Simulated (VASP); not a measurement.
# LiH (Fm-3m) in VASP: notebook, part 3 of 3

VASP 6.6.1. Earlier steps stand in the parts before.

## Step 6: Single point, PBEsol (volume scaled by 1.040)

Input file INCAR:

```
SYSTEM = LiH
ALGO     = Normal         ! electronic algorithm
EDIFF    = 1E-6           ! SCF threshold, eV
ENCUT    = 520            ! plane-wave cutoff, eV
GGA      = PS             ! functional
ISIF     = 2              ! what is computed and relaxed
ISMEAR   = 0              ! smearing method
LASPH    = .True.         ! aspherical terms in the spheres
LCHARG   = .False.        ! write CHGCAR
LREAL    = .False.        ! projectors in reciprocal space
LWAVE    = .False.        ! write WAVECAR
NBANDS   = 9              ! bands
NELM     = 100            ! most SCF steps
PREC     = Accurate       ! precision mode
SIGMA    = 0.05           ! smearing width, eV
```

Input file KPOINTS:

```
k-points
0
Gamma
  14 14 14
  0 0 0
```

Input file POSCAR:

```
LiH
1.0
    0.0000000000      2.0161506120      2.0161506120
    2.0161506120      0.0000000000      2.0161506120
    2.0161506120      2.0161506120      0.0000000000
Li H
1 1
Direct
    0.0000000000      0.0000000000      0.0000000000
    0.5000000000      0.5000000000      0.5000000000
```

Potentials or basis: VASP PAW PBE potentials, release 64 (Li_sv, H).

Command:

```bash
$ cat potpaw_PBE.64/Li_sv/POTCAR potpaw_PBE.64/H/POTCAR > POTCAR
$ mpirun -np 1 vasp_std > vasp.out
```

OUTCAR:

```text
SYSTEM = LiH
   EDIFF = 1E-6
   ENCUT = 520
   GGA = PS
   ISIF = 2
   ISMEAR = 0
   LASPH = .True.
   LREAL = .False.
   NELM = 100
   PREC = Accurate

 ion  position               nearest neighbor table
   1  0.000  0.000  0.000-
   2  0.500  0.500  0.500-

  LATTYP: Found a face centered cubic cell.
 ALAT       =     4.0323012240

  Lattice vectors:

 A1 = (   0.0000000000,   2.0161506120,   2.0161506120)
 A2 = (   2.0161506120,   0.0000000000,   2.0161506120)
 A3 = (   2.0161506120,   2.0161506120,   0.0000000000)

Analysis of symmetry for initial positions (statically):
=====================================================================
 Subroutine PRICEL returns:
 Original cell was already a primitive cell.

 Routine SETGRP: Setting up the symmetry group for a
 face centered cubic supercell.

 Subroutine GETGRP returns: Found 48 space group operations
 (whereof 48 operations were pure point group operations)
 out of a pool of 48 trial point group operations.

The static configuration has the point symmetry O_h .

Analysis of symmetry for dynamics (positions and initial velocities):
=====================================================================
 Subroutine PRICEL returns:
 Original cell was already a primitive cell.

 Routine SETGRP: Setting up the symmetry group for a
 face centered cubic supercell.

 Subroutine GETGRP returns: Found 48 space group operations
 (whereof 48 operations were pure point group operations)
 out of a pool of 48 trial point group operations.

The dynamic configuration has the point symmetry O_h .

 Subroutine INISYM returns: Found 48 space group operations
 (whereof 48 operations are pure point group operations),
 and found     1 'primitive' translations

----------------------------------------------------------------------------------------

                                     Primitive cell
[... 114 lines left out ...]
  Thomas-Fermi vector in A             =   2.156758
   LORBIT       =      0    0 simple, 1 ext, 2 COOP (PROOUT), +10 PAW based schemes
   GGA     = PS    functional components
   LHFCALC =     F    Hartree Fock is set to
   AEXX    =    0.0000 exact exchange contribution
   IVDW    =     0    specifies the selected vdW correction
   LEPSILON=     F    determine dielectric tensor
   LRPA    =     F    only Hartree local field effects (RPA)
 non-spin polarized calculation
 Gauss-broadening in eV      SIGMA  =   0.05
  energy-cutoff  :      520.00
  volume of cell :       16.39
 maximum number of plane-waves:       459
 NGX is ok and might be reduce to    24
   NGX = 11   NGY = 11   NGZ = 11

 number of electron       3.9999995 magnetization

 Free energy of the ion-electron system (eV)
  ---------------------------------------------------
  ext. energy  EPLUGINS =         0.00000000
  ---------------------------------------------------
  free energy    TOTEN  =        -6.11813129 eV

  energy without entropy =       -6.11813129  energy(sigma->0) =       -6.11813129

 E-fermi :   0.4989     XC(G=0):  -8.5540

 val. band max:        0.0740375604   @ k =   0.5000   0.5000   0.0000
 cond. band min:       2.8354564084   @ k =   0.5000   0.5000   0.0000
 fundamental gap:      2.7614188480
 Fermi energy:         0.4988634424

 k-point     1 :       0.0000    0.0000    0.0000
  band No.  band energies     occupation
      1     -43.6437      2.00000
      2      -5.4013      2.00000
      3      15.9414      0.00000
      4      17.6281      0.00000
      5      17.6281      0.00000
      6      17.6281      0.00000
      7      22.2033      0.00000
      8      22.2033      0.00000
      9      22.2033      0.00000
[... 265 lines left out ...]
 k-point    24 :       0.2857    0.1429    0.0000
  band No.  band energies     occupation
      1     -43.6160      2.00000
      2      -4.0800      2.00000
      3       9.9239      0.00000
      4      12.9724      0.00000
      5      13.8161      0.00000
      6      17.3853      0.00000
      7      19.6972      0.00000
      8      23.4909      0.00000
      9      25.6842      0.00000

 [... further k-points ...]

------------------------ aborting loop because EDIFF is reached ----------------------------------------

  FORCE on cell =-STRESS in cart. coord.  units (eV):
  Direction    XX          YY          ZZ          XY          YZ          ZX
  --------------------------------------------------------------------------------------
  -------------------------------------------------------------------------------------
  Total       -0.1567005     -0.1567005     -0.1567005     -0.0000000     -0.0000000      0.0000000
  in kB      -15.3172970    -15.3172970    -15.3172970     -0.0000000     -0.0000000      0.0000000
  external PRESSURE =     -15.3172970 kB  Pullay stress =       0.0000000 kB

 VOLUME and BASIS-vectors are now :
 -----------------------------------------------------------------------------
  energy-cutoff  :      520.00
  volume of cell :       16.39
      direct lattice vectors                 reciprocal lattice vectors
     0.000000000  2.016150612  2.016150612    -0.247997346  0.247997346  0.247997346
     2.016150612  0.000000000  2.016150612     0.247997346 -0.247997346  0.247997346
     2.016150612  2.016150612  0.000000000     0.247997346  0.247997346 -0.247997346

 POSITION                                       TOTAL-FORCE (eV/Angst)
 -----------------------------------------------------------------------------------
      0.00000      0.00000      0.00000         0.000000     -0.000000     -0.000000
      2.01615      2.01615      2.01615        -0.000000      0.000000      0.000000
 -----------------------------------------------------------------------------------
    total drift:                                0.000000     -0.000000     -0.000000

  FREE ENERGIE OF THE ION-ELECTRON SYSTEM (eV)
  ---------------------------------------------------
  free  energy   TOTEN  =        -6.1181312888 eV

  energy  without entropy=       -6.1181312888  energy(sigma->0) =       -6.11813129
```

stdout:

```text
POSCAR found type information on POSCAR LiH
 POSCAR found :  2 types and       2 ions
 scaLAPACK will be used
 -----------------------------------------------------------------------------
|                                                                             |
|                                                                             |
|     You enforced a specific xc type in the INCAR file but a different       |
|     I HOPE YOU KNOW WHAT YOU ARE DOING!                                     |
|                                                                             |
 -----------------------------------------------------------------------------

 LDA part: xc-table for (Slater+PW92), standard interpolation
 POSCAR, INCAR and KPOINTS ok, starting setup
 FFT: planning ... GRIDC
 FFT: planning ... GRID_SOFT
 FFT: planning ... GRID
 WAVECAR not read
 entering main loop
```

Run time: 4.8 s. Hardware: 1 thread of Intel Xeon 6975P-C (Granite Rapids), shared host; peak memory 0.13 GiB.

Results:

- Free energy: -6.1181 eV
- Band gap on the k mesh: 2.76 eV, direct

Caveat: the cutoff is under 1.25 times the usual one of these potentials, so pressure, stress and relaxed cells hold a basis-set (Pulay) error; the PAW data sets were made with another functional, which shifts forces and pressure a little. A k mesh can miss the band edges.

## Step 7: The runs side by side

```tsv
cell	gap on the mesh (eV)
a = 2.795 Å, angles 60.0°, 2 atoms	2.71
a = 2.833 Å, angles 60.0°, 2 atoms	2.75
a = 2.884 Å, angles 60.0°, 2 atoms	2.79
a = 2.868 Å, angles 60.0°, 2 atoms	2.78
a = 2.851 Å, angles 60.0°, 2 atoms	2.76
```

Alike in all rows: task single point; level PBEsol; potentials or basis VASP PAW PBE potentials, release 64 (Li_sv, H); no spin polarisation; k mesh 14 × 14 × 14; cutoff (eV) 520; smearing gaussian 0.05 eV.

Caveats: the cutoff is under 1.25 times the usual one of these potentials, so pressure, stress and relaxed cells hold a basis-set (Pulay) error; the PAW data sets were made with another functional, which shifts forces and pressure a little.

Absolute energies hang on the potentials; compare differences alone.
